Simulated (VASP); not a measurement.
Set up this calculation in VASP 6.6.1, as the native input.

- Task: density of states
- Functional: PBE
- Potentials or basis: VASP PAW PBE potentials, release 64 (In_d, P)
- Cutoff: 520 eV
- k mesh: 10 × 10 × 10
- Occupations: gaussian, width 0.05 eV
- Spin: no spin polarisation
- Dipole correction: no
- k mesh for the DOS: 15 × 15 × 15
- Occupations for the DOS: tetrahedron
- Further INCAR settings: ALGO = Normal; EDIFF = 1e-06

InP:

```
CELL_PARAMETERS angstrom
0.00000 2.76995 2.76995
2.76995 0.00000 2.76995
2.76995 2.76995 0.00000
ATOMIC_POSITIONS crystal
In 0.00000 0.00000 0.00000
P 0.50000 0.50000 0.50000
```

One way to write it, as run:

POSCAR

```
InP
1.0
    0.0000000000      2.7699481460      2.7699481460
    2.7699481460      0.0000000000      2.7699481460
    2.7699481460      2.7699481460      0.0000000000
In P
1 1
Direct
    0.0000000000      0.0000000000      0.0000000000
    0.5000000000      0.5000000000      0.5000000000
```

INCAR.step1

```
SYSTEM = InP
ALGO = Normal
EDIFF = 1E-6
ENCUT = 520
GGA = PE
ISIF = 2
ISMEAR = 0
LASPH = .TRUE.
LCHARG = .TRUE.
LREAL = .FALSE.
LWAVE = .FALSE.
NBANDS = 16
NELM = 80
PREC = Accurate
SIGMA = 0.05
```

KPOINTS.step1

```
k-points
0
G
  10 10 10
  0 0 0
```

INCAR.step2

```
SYSTEM = InP
ALGO = Normal
EDIFF = 1E-6
ENCUT = 520
GGA = PE
ICHARG = 11
ISIF = 2
ISMEAR = -5
LASPH = .TRUE.
LCHARG = .FALSE.
LORBIT = 11
LREAL = .FALSE.
LWAVE = .FALSE.
NEDOS = 1001
NELM = 80
PREC = Accurate
SIGMA = 0.05
```

KPOINTS.step2

```
k-points
0
G
  15 15 15
  0 0 0
```

Potentials or basis: VASP PAW PBE potentials, release 64 (In_d, P).

Command:

```bash
$ cat potpaw_PBE.64/In_d/POTCAR potpaw_PBE.64/P/POTCAR > POTCAR
$ cp INCAR.step1 INCAR
$ cp KPOINTS.step1 KPOINTS
$ mpirun -np 1 vasp_std > vasp.out
$ cp INCAR.step2 INCAR
$ cp KPOINTS.step2 KPOINTS
$ mpirun -np 1 vasp_std > vasp.out
```

It gave:

| Item | Value |
| --- | --- |
| Valence electrons inside the program's atomic spheres | In 11.31; P 2.48 |

Caveat: spin-orbit coupling is left out, which moves the levels of the heavy elements.

Wall time 100 s on 1 thread of Intel(R) Xeon(R) Platinum 8488C (Sapphire Rapids), with other jobs on the host, peak memory 0.21 GiB.
